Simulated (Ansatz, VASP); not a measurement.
**Be in VASP and in Ansatz**

```xyz
1
Lattice="-1.2696 1.2696 1.2696 1.2696 -1.2696 1.2696 1.2696 1.2696 -1.2696" Properties=species:S:1:pos:R:3 pbc="T T T"
Be    0.0000    0.0000    0.0000
```

Change from the starting cell: volume scaled by 1.04, PAW files.

Alike in both runs: task electric field gradients; functional PBE; k mesh 23 × 23 × 23; occupations fermi-dirac, width 0.03 eV; no spin polarisation.

```csv
,VASP,Ansatz
version,VASP 6.6.1,Ansatz 0.2.0
potentials or method,"VASP PAW PBE potentials, release 64 (Be)","PAW with Ansatz's default frozen-core files, scalar-relativistic"
plane-wave cutoff (eV),520,420
valence electrons in the cell,2,2
```

```tsv
	VASP	Ansatz	Ansatz less VASP
pressure (GPa)	-5.2	-5.3	-0.13
```

The functional is the same, so the differences come from potentials, cutoffs and numerics.
